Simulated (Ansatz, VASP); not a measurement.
## One calculation of MgO, two programs

The input INCAR:

```
  PREC = Accurate
  ENCUT = 520
  EDIFF = 1E-6
  ISMEAR = 0
  SIGMA = 0.05
  LREAL = F
  LASPH = T
  NELM = 60
  ALGO = Normal
  ISIF = 2
  LWAVE = F
  LCHARG = T
  GGA = PE
  LELF = T
  LVHAR = T
  NBANDS = 16
```

File KPOINTS:

```
regular mesh
0
Gamma
  9 9 6
```

The input POSCAR:

```
MgO
1.0
    3.6712364382      0.0000000000      0.0000000000
   -1.8356182191      3.1793840188      0.0000000000
    0.0000000000      0.0000000000      4.2123766892
Mg O
2 2
Direct
    0.6666666667      0.3333333333      0.7500000000
    0.3333333333      0.6666666667      0.2500000000
    0.6666666667      0.3333333333      0.2500000000
    0.3333333333      0.6666666667      0.7500000000
```

Input for Ansatz:

```yaml
crystal:
  lattice:
    - [3.6712364382, 0.0, 0.0]
    - [-1.8356182191, 3.1793840188, 0.0]
    - [0.0, 0.0, 4.2123766892]
  atoms:
    - { symbol: Mg, position: [0.6666666667, 0.3333333333, 0.75] }
    - { symbol: Mg, position: [0.3333333333, 0.6666666667, 0.25] }
    - { symbol: O, position: [0.6666666667, 0.3333333333, 0.25] }
    - { symbol: O, position: [0.3333333333, 0.6666666667, 0.75] }
basis:
  ecutwfc: 520.0
kpoints:
  mp_grid: { grid: [9, 9, 6] }
hamiltonian:
  xc: pbe
  pseudopotentials: { kind: paw, azcp: { folder: soft_1 } }
scf:
  occupations: { method: gaussian, width: 0.05 }
output:
  forces: true
  stress: true
  eigenvalues: true
```

Alike in both runs: task single point; functional PBE; k mesh 9 × 9 × 6; occupations gaussian, width 0.05 eV; no spin polarisation.

|  | VASP | Ansatz |
| --- | --- | --- |
| version | VASP 6.6.1 | Ansatz 0.2.0 |
| potentials or method | VASP PAW PBE potentials, release 64 (Mg, O), cutoff 520 eV | scalar-relativistic, plane waves, PAW |
| valence electrons in the cell | 16 | 32 |

Ansatz gave:

* gap on the k mesh at the Fermi level (eV): 2.99
* least direct gap on the mesh (eV): 2.99
* pressure (GPa): -7.5
* traceless stress, the component that is largest in VASP (GPa): 3.02

Estimate VASP's values.

gap on the k mesh at the Fermi level (eV): 2.97; least direct gap on the mesh (eV): 2.97; pressure (GPa): -8.1; traceless stress, the component that is largest in VASP (GPa): 2.95.

The functional is the same, so the differences come from potentials, cutoffs and numerics. VASP's potentials hold 16 valence electrons a cell and Ansatz's 32, so a difference there can come from the potentials and not from the codes.
